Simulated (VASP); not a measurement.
A run of VASP 6.6.1 is set up as follows.

Contents of INCAR:

```
PREC = Accurate
ENCUT = 600
EDIFF = 1E-6
ISMEAR = 0
SIGMA = 0.01
LREAL = F
LASPH = T
NELM = 120
ALGO = Normal
ISIF = 2
LWAVE = F
LCHARG = F
GGA = PS
NBANDS = 16
GGA_COMPAT = F
```

Contents of KPOINTS:

```
regular mesh
0
Gamma
  10 10 4
```

The input POSCAR:

```
BN
1.0
    2.5003259605      0.0000000000      0.0000000000
   -1.2501629803      2.1653457996      0.0000000000
    0.0000000000      0.0000000000      6.4040892330
B N
2 2
Direct
    0.3333333333      0.6666666667      0.2500000000
    0.6666666667      0.3333333333      0.7500000000
    0.3333333333      0.6666666667      0.7500000000
    0.6666666667      0.3333333333      0.2500000000
```

Potentials or basis: VASP PAW PBE potentials, release 64 (B, N).

The run is started by

```sh
$ cat potpaw_PBE.64/B/POTCAR potpaw_PBE.64/N/POTCAR > POTCAR
$ mpirun -np 1 vasp_std > vasp.out
```

(1) Predict the band gap on the k mesh.

(2) Predict the pressure.

## Answers

(1) 4.06 eV (least direct gap 4.47 eV).

(2) 2.1 GPa.

Caveat: the PAW data sets were made with another functional, which shifts forces and pressure a little; this functional lacks dispersion, which binds the layers, so the pressure and a relaxed spacing across them are unreliable.
